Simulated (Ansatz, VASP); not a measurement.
HfB in VASP and in Ansatz

```xyz
2
Lattice="0.0000 2.5938 2.5938 2.5938 0.0000 2.5938 2.5938 2.5938 0.0000" Properties=species:S:1:pos:R:3 pbc="T T T"
Hf    3.8906    3.8906    3.8906
B     0.0000    0.0000    0.0000
```

Alike in both runs: functional PBEsol; k mesh 14 × 14 × 14; occupations gaussian, width 0.1 eV; no spin polarisation.

Ansatz relaxed the structure, and its values are those at the end. VASP's run is a single point on that final structure, the one shown.

|  | VASP | Ansatz |
| --- | --- | --- |
| version | VASP 6.6.1 | Ansatz 0.2.0 |
| potentials or method | VASP PAW PBE potentials, release 64 (Hf_pv, B), cutoff 520 eV | scalar-relativistic, plane waves, PAW |
| valence electrons in the cell | 13 | 29 |

VASP gave:

* gap on the k mesh at the Fermi level (eV): none
* pressure (GPa): 0.1

Q: Which values does Ansatz return?

A: gap on the k mesh at the Fermi level (eV): none; pressure (GPa): 0.0.

VASP's potentials were made for PBE, not for PBEsol. A gap of «none» marks a metal or a gap that the smearing closes. With one functional, cell and mesh, what is left measures potentials, basis and numerics. VASP's potentials hold 13 valence electrons a cell and Ansatz's 29, so a difference there can come from the potentials and not from the codes.

Neither program's run includes spin-orbit coupling.
